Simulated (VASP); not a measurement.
**C: single point with PBEsol**

C:

```
C
1.0
     0.00000    1.80684    1.80684
     1.80684    0.00000    1.80684
     1.80684    1.80684    0.00000
C
2
Direct
  0.75000 0.75000 0.75000
  0.50000 0.50000 0.50000
```

This cell differs from its parent crystal: volume scaled by 1.04.

```yaml
Program: VASP 6.6.1
Task: single point
Functional: PBEsol
Potentials_or_basis: VASP PAW PBE potentials, release 64 (C)
Cutoff: 520 eV
k_mesh: 13 × 13 × 13
Occupations: gaussian, width 0.05 eV
Spin: collinear spin, zero start
Starting_moments: "[0.0, 0.0] μB"
Fixed_moment: 0 μB
Dipole_correction: no
Further_INCAR_settings: ALGO = Normal; EDIFF = 1e-06; NBANDS = 15
```

The pressure is -19.7 GPa, the net moment is 0.00 μB per cell and the valence electrons inside the program's atomic spheres are C 2.52.

Wall time 20 s on 1 thread of Intel Xeon 6975P-C, on a shared host, peak memory 0.14 GiB.

Caveat: the PAW data sets were made with another functional, which shifts forces and pressure a little; the total moment is fixed, so each spin has its own Fermi level.
